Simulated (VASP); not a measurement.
# Al2Au (Fm-3m) in VASP: a series of runs, part 2 of 2

VASP 6.6.1.

## Step 3: Single point, PBE

This run uses another cell than the first one, of 18.57 Å³/atom, 1.029 times its volume.

Input file INCAR:

```
SYSTEM = Al2Au
ALGO = Normal
EDIFF = 1E-6
ENCUT = 500
GGA = PE
GGA_COMPAT = .FALSE.
ISIF = 2
ISMEAR = 0
LASPH = .TRUE.
LCHARG = .FALSE.
LREAL = .FALSE.
LWAVE = .FALSE.
NBANDS = 16
NELM = 120
PREC = Accurate
SIGMA = 0.1
```

Input file KPOINTS:

```
k-points
0
G
  6 6 6
  0 0 0
```

Input file POSCAR:

```
Al2Au
1.0
    0.0000000000      3.0313818355      3.0313818355
    3.0313818355      0.0000000000      3.0313818355
    3.0313818355      3.0313818355      0.0000000000
Al Au
2 1
Direct
    0.2500000000      0.2500000000      0.2500000000
    0.7500000000      0.7500000000      0.7500000000
    0.0000000000      0.0000000000      0.0000000000
```

Potentials or basis: VASP PAW PBE potentials, release 64 (Al, Au).

Run with:

```
$ cat potpaw_PBE.64/Al/POTCAR potpaw_PBE.64/Au/POTCAR > POTCAR
$ mpirun -np 1 vasp_std > vasp.out
```

OUTCAR:

```text
SYSTEM = Al2Au
   EDIFF = 1E-6
   ENCUT = 500
   GGA = PE
   ISIF = 2
   ISMEAR = 0
   LASPH = .TRUE.
   LREAL = .FALSE.
   NELM = 120
   PREC = Accurate

 ion  position               nearest neighbor table
   1  0.250  0.250  0.250-   3 2.63   3 2.63   3 2.63   3 2.63   2 3.03   2 3.03   2 3.03   2 3.03
                             2 3.03   2 3.03
   2  0.750  0.750  0.750-   3 2.63   3 2.63   3 2.63   3 2.63   1 3.03   1 3.03   1 3.03   1 3.03
                             1 3.03   1 3.03
   3  0.000  0.000  0.000-   1 2.63   2 2.63   2 2.63   2 2.63   2 2.63   1 2.63   1 2.63   1 2.63

  LATTYP: Found a face centered cubic cell.
 ALAT       =     6.0627636710

  Lattice vectors:

 A1 = (   0.0000000000,   3.0313818355,   3.0313818355)
 A2 = (   3.0313818355,   0.0000000000,   3.0313818355)
 A3 = (   3.0313818355,   3.0313818355,   0.0000000000)

Analysis of symmetry for initial positions (statically):
=====================================================================
 Subroutine PRICEL returns:
 Original cell was already a primitive cell.

 Routine SETGRP: Setting up the symmetry group for a
 face centered cubic supercell.

 Subroutine GETGRP returns: Found 48 space group operations
 (whereof 48 operations were pure point group operations)
 out of a pool of 48 trial point group operations.

The static configuration has the point symmetry O_h .

Analysis of symmetry for dynamics (positions and initial velocities):
=====================================================================
 Subroutine PRICEL returns:
 Original cell was already a primitive cell.

 Routine SETGRP: Setting up the symmetry group for a
 face centered cubic supercell.

 Subroutine GETGRP returns: Found 48 space group operations
 (whereof 48 operations were pure point group operations)
 out of a pool of 48 trial point group operations.
[... 110 lines left out ...]
   EFERMI_NEDOS =   21; number of points for ismear=-14 and -15
   IALGO  =     38    algorithm
   IMIX   =      4    mixing-type and parameters
     AMIX     =   0.40;   BMIX     =  1.00
     AMIX_MAG =   1.60;   BMIX_MAG =  1.00
  volume/ion in A,a.u.               =      18.57       125.32
  Fermi-wavevector in a.u.,A,eV,Ry     =   1.102149  2.082760 16.527452  1.214733
  Thomas-Fermi vector in A             =   2.238588
   LORBIT       =      0    0 simple, 1 ext, 2 COOP (PROOUT), +10 PAW based schemes
   GGA     = PE    functional components
   LHFCALC =     F    Hartree Fock is set to
   AEXX    =    0.0000 exact exchange contribution
   IVDW    =     0    specifies the selected vdW correction
   LEPSILON=     F    determine dielectric tensor
   LRPA    =     F    only Hartree local field effects (RPA)
 non-spin polarized calculation
 Gauss-broadening in eV      SIGMA  =   0.10
  energy-cutoff  :      500.00
  volume of cell :       55.71
 maximum number of plane-waves:      1428
   NGX = 15   NGY = 15   NGZ = 15

 number of electron      17.0000002 magnetization

 Free energy of the ion-electron system (eV)
  ---------------------------------------------------
  ext. energy  EPLUGINS =         0.00000000
  ---------------------------------------------------
  free energy    TOTEN  =       -12.02588325 eV

  energy without entropy =      -12.01704993  energy(sigma->0) =      -12.02146659

 E-fermi :   7.3117     XC(G=0): -10.3907

 val. band max:        7.2834232054   @ k =   0.3333   0.1667   0.0000
 cond. band min:       7.8171940733   @ k =   0.5000   0.0000   0.0000
 fundamental gap:      0.5337708679
 Fermi energy:         7.3116518938

 k-point     1 :       0.0000    0.0000    0.0000
  band No.  band energies     occupation
      1      -2.8857      2.00000
      2       1.0125      2.00000
      3       1.0125      2.00000
      4       1.0125      2.00000
      5       1.9363      2.00000
      6       1.9363      2.00000
[... 281 lines left out ...]
      3       0.9095      2.00000
      4       1.7870      2.00000
      5       1.7926      2.00000
      6       2.3619      2.00000
[... 8 lines left out ...]
     15      17.8213      0.00000
     16      18.1828      0.00000

------------------------ aborting loop because EDIFF is reached ----------------------------------------

  FORCE on cell =-STRESS in cart. coord.  units (eV):
  Direction    XX          YY          ZZ          XY          YZ          ZX
  --------------------------------------------------------------------------------------
  -------------------------------------------------------------------------------------
  Total       -0.0905629     -0.0905629     -0.0905629     -0.0000000      0.0000000     -0.0000000
  in kB       -2.6044074     -2.6044074     -2.6044074     -0.0000000      0.0000000     -0.0000000
  external PRESSURE =      -2.6044074 kB  Pullay stress =       0.0000000 kB

 VOLUME and BASIS-vectors are now :
 -----------------------------------------------------------------------------
  energy-cutoff  :      500.00
  volume of cell :       55.71
      direct lattice vectors                 reciprocal lattice vectors
     0.000000000  3.031381835  3.031381835    -0.164941280  0.164941280  0.164941280
     3.031381835  0.000000000  3.031381835     0.164941280 -0.164941280  0.164941280
     3.031381835  3.031381835  0.000000000     0.164941280  0.164941280 -0.164941280

 POSITION                                       TOTAL-FORCE (eV/Angst)
 -----------------------------------------------------------------------------------
      1.51569      1.51569      1.51569         0.000000      0.000000      0.000000
      4.54707      4.54707      4.54707        -0.000000     -0.000000     -0.000000
      0.00000      0.00000      0.00000        -0.000000      0.000000     -0.000000
 -----------------------------------------------------------------------------------
    total drift:                                0.000000     -0.000000      0.000000

  FREE ENERGIE OF THE ION-ELECTRON SYSTEM (eV)
  ---------------------------------------------------
  free  energy   TOTEN  =       -12.0258832495 eV

  energy  without entropy=      -12.0170499344  energy(sigma->0) =      -12.02146659
```

Run time: 22 s. Hardware: 1 thread of Intel Xeon 8259CL, shared host; peak memory 0.18 GiB.

Results:

```
Free energy : -12.0259 eV
Pressure    : -0.3 GPa
```

Levels at points of the mesh, in eV from the Fermi level:
| k point | band 6 | band 7 | band 8 | band 9 | band 10 | band 11 | band 12 | band 13 |
| --- | --- | --- | --- | --- | --- | --- | --- | --- |
| (0.00, 0.00, 0.00) | -5.38 | 2.15 | 3.08 | 3.08 | 3.08 | 3.90 | 3.90 | 3.90 |
| (0.50, 0.00, 0.00) | -5.26 | -5.20 | 0.51 | 0.51 | 3.36 | 3.48 | 3.84 | 3.84 |
| (0.50, 0.50, 0.00) | -5.09 | -4.79 | -1.91 | -1.91 | 1.21 | 2.21 | 7.75 | 9.68 |

Caveat: spin-orbit coupling is left out, which moves the levels of the heavy elements.

## Step 4: Relaxation of cell and atoms, PBE

Input file INCAR:

```
PREC = Accurate ; ENCUT = 500
EDIFF = 1E-7 ; ISMEAR = 0
SIGMA = 0.1 ; LREAL = F
LASPH = T ; NELM = 120
ALGO = Normal ; ISIF = 3
LWAVE = F ; LCHARG = F
GGA = PE ; IBRION = 2
NSW = 60 ; EDIFFG = -0.04
GGA_COMPAT = F ; NELMIN = 4
```

Input file KPOINTS:

```
Automatic mesh
0
Gamma
  6 6 6
```

Input file POSCAR:

```
Al2Au
1.0
    0.0000000000      3.0023350000      3.0023350000
    3.0023350000      0.0000000000      3.0023350000
    3.0023350000      3.0023350000      0.0000000000
Al Au
2 1
Direct
    0.2500000000      0.2500000000      0.2500000000
    0.7500000000      0.7500000000      0.7500000000
    0.0000000000      0.0000000000      0.0000000000
```

Potentials or basis: VASP PAW PBE potentials, release 64 (Al, Au).

Run with:

```
$ cat potpaw_PBE.64/Al/POTCAR potpaw_PBE.64/Au/POTCAR > POTCAR
$ mpirun -np 1 vasp_std > vasp.out
```

OUTCAR:

```text
PREC = Accurate
   ENCUT = 500
   EDIFF = 1E-7
   ISMEAR = 0
   LREAL = F
   LASPH = T
   NELM = 120
   ISIF = 3
   GGA = PE
   IBRION = 2
   NSW = 60
   EDIFFG = -0.04
   NELMIN = 4

 ion  position               nearest neighbor table
   1  0.250  0.250  0.250-   3 2.60   3 2.60   3 2.60   3 2.60   2 3.00   2 3.00   2 3.00   2 3.00
                             2 3.00   2 3.00
   2  0.750  0.750  0.750-   3 2.60   3 2.60   3 2.60   3 2.60   1 3.00   1 3.00   1 3.00   1 3.00
                             1 3.00   1 3.00
   3  0.000  0.000  0.000-   2 2.60   2 2.60   2 2.60   1 2.60   2 2.60   1 2.60   1 2.60   1 2.60

  LATTYP: Found a face centered cubic cell.
 ALAT       =     6.0046700000

  Lattice vectors:

 A1 = (   0.0000000000,   3.0023350000,   3.0023350000)
 A2 = (   3.0023350000,   0.0000000000,   3.0023350000)
 A3 = (   3.0023350000,   3.0023350000,   0.0000000000)

Analysis of symmetry for initial positions (statically):
=====================================================================
 Subroutine PRICEL returns:
 Original cell was already a primitive cell.

 Routine SETGRP: Setting up the symmetry group for a
 face centered cubic supercell.

[... 151 lines left out ...]

 number of electron      17.0000001 magnetization

 Free energy of the ion-electron system (eV)
  ---------------------------------------------------
  ext. energy  EPLUGINS =         0.00000000
  ---------------------------------------------------
  free energy    TOTEN  =       -12.01288054 eV

  energy without entropy =      -12.00524373  energy(sigma->0) =      -12.00906214

------------------------ aborting loop because EDIFF is reached ----------------------------------------

  FORCE on cell =-STRESS in cart. coord.  units (eV):
  Direction    XX          YY          ZZ          XY          YZ          ZX
  --------------------------------------------------------------------------------------
  -------------------------------------------------------------------------------------
  Total        0.9824323      0.9824323      0.9824323      0.0000000      0.0000000     -0.0000000
  in kB       29.0807627     29.0807627     29.0807627      0.0000000      0.0000000     -0.0000000
  external PRESSURE =      29.0807627 kB  Pullay stress =       0.0000000 kB
[... 61 lines left out ...]
--------------------------------------- Ionic step        3  -------------------------------------------

 number of electron      17.0000002 magnetization

 Free energy of the ion-electron system (eV)
  ---------------------------------------------------
  ext. energy  EPLUGINS =         0.00000000
  ---------------------------------------------------
  free energy    TOTEN  =       -12.02562330 eV

  energy without entropy =      -12.01688537  energy(sigma->0) =      -12.02125433

 E-fermi :   7.3406     XC(G=0): -10.4014

 val. band max:        7.3137579879   @ k =   0.3333   0.1667   0.0000
 cond. band min:       7.8437473827   @ k =   0.5000   0.0000   0.0000
 fundamental gap:      0.5299893948
 Fermi energy:         7.3406197754

 k-point     1 :       0.0000    0.0000    0.0000
  band No.  band energies     occupation
      1      -2.8756      2.00000
      2       1.0270      2.00000
      3       1.0270      2.00000
      4       1.0270      2.00000
      5       1.9534      2.00000
      6       1.9534      2.00000
      7       9.5043      0.00000
      8      10.4185      0.00000
      9      10.4185      0.00000
     10      10.4185      0.00000
     11      11.2503      0.00000
     12      11.2503      0.00000
[... 253 lines left out ...]
  FREE ENERGIE OF THE ION-ELECTRON SYSTEM (eV)
  ---------------------------------------------------
  free  energy   TOTEN  =       -12.0256232979 eV

  energy  without entropy=      -12.0168853694  energy(sigma->0) =      -12.02125433

 reached required accuracy - stopping structural energy minimisation
```

OSZICAR:

```text
N       E                     dE             d eps       ncg     rms          rms(c)
DAV:   1     0.577123120184E+02    0.57712E+02   -0.70779E+03   400   0.115E+03
DAV:   2    -0.114154710318E+02   -0.69128E+02   -0.63675E+02   440   0.200E+02
DAV:   3    -0.132613110271E+02   -0.18458E+01   -0.18022E+01   484   0.317E+01
[... 26 lines left out ...]
DAV:   5    -0.120256166548E+02    0.27429E-04   -0.24628E-04   424   0.186E-01    0.430E-02
DAV:   6    -0.120256238720E+02   -0.72171E-05   -0.20887E-05   436   0.503E-02    0.924E-03
DAV:   7    -0.120256231306E+02    0.74134E-06   -0.15365E-06   428   0.115E-02    0.164E-03
DAV:   8    -0.120256232594E+02   -0.12881E-06   -0.13021E-07   288   0.365E-03    0.427E-04
DAV:   9    -0.120256232979E+02   -0.38516E-07   -0.75628E-08   220   0.268E-03
   3 F= -.12025623E+02 E0= -.12021254E+02  d E =-.127428E-01
```

Wall time 44 s (1 thread of Intel Xeon 8259CL, shared host); peak memory 0.19 GiB.

What came out:

```
Free energy                            : -12.0256 eV
Relaxed volume                         : 18.52 Å³/atom
Relaxed cell                           : a = 4.283 Å, b = 4.283 Å, c = 4.283 Å, α = 60.00°, β = 60.00°, γ = 60.00°
Space group after relaxing (to 0.05 Å) : Fm-3m (No. 225)
Energy gained by relaxing              : 4.2 meV/atom
Ionic steps                            : 3
Pressure after relaxing                : 0.0 GPa
```

The path:
| step | energy change (eV) | largest force (eV/Å) | pressure (GPa) | volume (Å³) |
| --- | --- | --- | --- | --- |
| 1 | 0.0000 | 0.0000 | 2.91 | 54.13 |
| 2 | -0.0053 | 0.0000 | -2.02 | 56.73 |
| 3 | -0.0127 | 0.0000 | 0.00 | 55.57 |

Final structure:
```cif
data_structure
_symmetry_space_group_name_H-M 'P 1'
_symmetry_Int_Tables_number 1
_cell_length_a 4.2835
_cell_length_b 4.2835
_cell_length_c 4.2835
_cell_angle_alpha 60.000
_cell_angle_beta 60.000
_cell_angle_gamma 60.000
_cell_volume 55.57
loop_
_atom_site_label
_atom_site_type_symbol
_atom_site_fract_x
_atom_site_fract_y
_atom_site_fract_z
_atom_site_occupancy
Al1 Al 0.25000 0.25000 0.25000 1
Al2 Al 0.75000 0.75000 0.75000 1
Au1 Au 0.00000 0.00000 0.00000 1
```

Caveat: spin-orbit coupling is left out, which moves the levels of the heavy elements.

## Step 5: The runs side by side

| task | cell | gap on the mesh (eV) | pressure (GPa) |
| --- | --- | --- | --- |
| single point | a = 4.246 Å, angles 60.0°, 3 atoms | none | 2.9 |
| single point | a = 4.287 Å, angles 60.0°, 3 atoms | none | -0.3 |
| relaxation of cell and atoms | relaxed from a = 4.246 Å, angles 60.0°, 3 atoms | none | 0.0 |

Alike in all rows: level PBE; potentials or basis VASP PAW PBE potentials, release 64 (Al, Au); no spin polarisation; k mesh 6 × 6 × 6; cutoff (eV) 500; smearing gaussian 0.1 eV.

Caveats: spin-orbit coupling is left out, which moves the levels of the heavy elements.

Absolute energies hang on the potentials; compare differences alone.
